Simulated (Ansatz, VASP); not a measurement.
## ZrBTe: VASP beside Ansatz

File INCAR:

```
SYSTEM = ZrBTe
PREC     = Accurate       ! precision mode
ENCUT    = 520            ! plane-wave cutoff, eV
EDIFF    = 1E-6           ! SCF threshold, eV
ISMEAR   = 1              ! smearing method
SIGMA    = 0.0102         ! smearing width, eV
LREAL    = .FALSE.        ! projectors in reciprocal space
LASPH    = .TRUE.         ! aspherical terms in the spheres
NELM     = 60             ! most SCF steps
ALGO     = Normal         ! electronic algorithm
ISIF     = 2              ! what is computed and relaxed
LWAVE    = .FALSE.        ! write WAVECAR
LCHARG   = .TRUE.         ! write CHGCAR
GGA      = PE             ! functional
LELF     = .TRUE.         ! ELF
LVHAR    = .TRUE.       
NBANDS   = 30             ! bands
```

Contents of KPOINTS:

```
Automatic mesh
0
G
  5 5 2
  0 0 0
```

Contents of POSCAR:

```
ZrBTe
1.0
    3.5303730000      0.0000000000      0.0000000000
    0.0000000000      3.5303730000      0.0000000000
    0.0000000000      0.0000000000      9.1464400000
B Zr Te
2 2 2
Direct
    0.0000000000      0.0000000000      0.0000000000
    0.5000000000      0.5000000000      0.0000000000
    0.0000000000      0.5000000000      0.2300000000
    0.5000000000      0.0000000000      0.7700000000
    0.0000000000      0.5000000000      0.6400000000
    0.5000000000      0.0000000000      0.3600000000
```

Input for Ansatz:

```yaml
crystal:
  lattice:
    - [3.530373, 0.0, 0.0]
    - [0.0, 3.530373, 0.0]
    - [0.0, 0.0, 9.14644]
  atoms:
    - { symbol: B, position: [0.0, 0.0, 0.0] }
    - { symbol: B, position: [0.5, 0.5, 0.0] }
    - { symbol: Zr, position: [0.0, 0.5, 0.23] }
    - { symbol: Zr, position: [0.5, 0.0, 0.77] }
    - { symbol: Te, position: [0.0, 0.5, 0.64] }
    - { symbol: Te, position: [0.5, 0.0, 0.36] }
  symmetry: { tolerance: 0.0003 }
kpoints:
  mp_grid: { grid: [5, 5, 2], shift: [0, 0, 0] }
magnetization:
  spin_polarized: false
scf:
  occupations: { method: cold, width: 0.0102 }
hamiltonian:
  pseudopotentials: { kind: paw }
  xc: pbe
basis:
  ecutwfc: 420
output:
  forces: true
  stress: true
  eigenvalues: true
```

Alike in both runs: task single point; functional PBE; k mesh 5 × 5 × 2; no spin polarisation.

|  | VASP | Ansatz |
| --- | --- | --- |
| version | VASP 6.6.1 | Ansatz 0.2.0 |
| potentials or method | VASP PAW PBE potentials, release 64 (B, Zr_sv, Te), cutoff 520 eV | PAW plane waves |
| occupations | methfessel-paxton of order 1, width 0.0102 eV | cold, width 0.0102 eV |
| valence electrons in the cell | 42 | 62 |

```tsv
	VASP	Ansatz	Ansatz less VASP
gap on the k mesh at the Fermi level (eV)	none	none	-
pressure (GPa)	2.6	2.7	+0.03
traceless stress, the component that is largest in VASP (GPa)	-10.24	-10.03	+0.204
rms of the force components (eV/Å)	1.063	1.064	+0.0010
```

Atom by atom the forces differ by 0.004 eV/Å (rms over components). A gap of «none» marks a metal or a gap that the smearing closes. VASP's potentials hold 42 valence electrons a cell and Ansatz's 62, so a difference there can come from the potentials and not from the codes.

Spin-orbit coupling is off throughout.
